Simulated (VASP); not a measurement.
Wanted: the native input for a VASP 6.6.1 run.

| Property | Result |
| --- | --- |
| Task | single point |
| Functional | r2SCAN |
| Potentials or basis | VASP PAW PBE potentials, release 64 (Zn, Se) |
| Cutoff | 520 eV |
| k mesh | 8 × 8 × 8 |
| Occupations | gaussian, width 0.01 eV |
| Spin | no spin polarisation |
| Dipole correction | no |
| Further INCAR settings | ALGO = Normal; EDIFF = 1e-07; NBANDS = 16 |

The system is ZnSe.

```
Zn Se
1.0
     0.00000    2.83244    2.83244
     2.83244    0.00000    2.83244
     2.83244    2.83244    0.00000
Zn Se
1 1
Cartesian
  0.0000 0.0000 0.0000
  1.4162 1.4162 1.4162
```

These files were run (other wordings do the same):

POSCAR

```
ZnSe
1.0
    0.0000000000      2.8324425400      2.8324425400
    2.8324425400      0.0000000000      2.8324425400
    2.8324425400      2.8324425400      0.0000000000
Zn Se
1 1
Direct
    0.0000000000      0.0000000000      0.0000000000
    0.2500000000      0.2500000000      0.2500000000
```

INCAR.step1

```
  ALGO = Normal
  EDIFF = 1E-4
  ENCUT = 520
  GGA = PE
  ISMEAR = 0
  LASPH = True
  LCHARG = False
  LREAL = False
  LWAVE = True
  NBANDS = 16
  NELM = 80
  PREC = Accurate
  SIGMA = 0.01
```

INCAR.step2

```
  ALGO = Normal
  EDIFF = 1E-7
  ENCUT = 520
  ISIF = 2
  ISMEAR = 0
  ISTART = 1
  LASPH = True
  LCHARG = True
  LELF = True
  LMIXTAU = True
  LREAL = False
  LVHAR = True
  LWAVE = False
  METAGGA = R2SCAN
  NBANDS = 16
  NELM = 80
  PREC = Accurate
  SIGMA = 0.01
```

KPOINTS

```
k-points
0
Gamma
  8 8 8
```

Potentials or basis: VASP PAW PBE potentials, release 64 (Zn, Se).

The run is started by

```sh
$ cat potpaw_PBE.64/Zn/POTCAR potpaw_PBE.64/Se/POTCAR > POTCAR
$ cp INCAR.step1 INCAR
$ mpirun -np 1 vasp_std > vasp.out
$ cp INCAR.step2 INCAR
$ mpirun -np 1 vasp_std > vasp.out
```

Results of the run:

```
Pressure               : 0.1 GPa
Band gap on the k mesh : 1.87 eV
```

Caveat: the PAW data sets were made with another functional, which shifts forces and pressure a little.

Run time: 7.6 min on 1 thread of AMD EPYC 7571 (shared host), peak memory 0.15 GiB.
